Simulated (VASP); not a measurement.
Set up this calculation in VASP 6.6.1, as the native input.

```
Task                   : single point
Functional             : PBE
Potentials or basis    : VASP PAW PBE potentials, release 64 (Br)
Cutoff                 : 520 eV
k mesh                 : 13 × 13 × 13
Occupations            : fermi-dirac, width 0.02 eV
Spin                   : no spin polarisation
Dipole correction      : no
Further INCAR settings : ALGO = Normal; EDIFF = 1e-07; NBANDS = 10
```

The structure of Br lies in POSCAR:

```
Br
1.0
    3.0880005222      0.0000000000      0.0000000000
    0.0000000000      3.0880005222      0.0000000000
    0.0000000000      0.0000000000      3.0880005222
Br
1
Direct
    0.0000000000      0.0000000000      0.0000000000
```

These files were run (other wordings do the same):

INCAR

```
PREC     = Accurate       # precision mode
ENCUT    = 520            # plane-wave cutoff, eV
EDIFF    = 1E-7           # SCF threshold, eV
ISMEAR   = -1             # smearing method
SIGMA    = 0.02           # smearing width, eV
LREAL    = False          # projectors in reciprocal space
LASPH    = True           # aspherical terms in the spheres
NELM     = 60             # most SCF steps
ALGO     = Normal         # electronic algorithm
ISIF     = 2              # what is computed and relaxed
LWAVE    = False          # write WAVECAR
LCHARG   = True           # write CHGCAR
GGA      = PE             # functional
LELF     = True           # ELF
LVHAR    = True         
NBANDS   = 10             # bands
```

KPOINTS

```
regular mesh
0
Gamma
  13 13 13
```

Potentials or basis: VASP PAW PBE potentials, release 64 (Br).

Launch:

```sh
$ cat potpaw_PBE.64/Br/POTCAR > POTCAR
$ mpirun -np 1 vasp_std > vasp.out
```

Results of the run:

The pressure is 0.3 GPa. The band gap on the k mesh is zero (an odd number of electrons rules out a gap without spin polarisation).

Caveat: an odd number of electrons without spin polarisation forces a metal; a magnetic or distorted state may lie lower.

It took 12 s on 1 thread of Intel(R) Xeon(R) Platinum 8259CL CPU @ 2.50GHz (Skylake/Cascade Lake), on a shared host, peak memory 0.15 GiB.
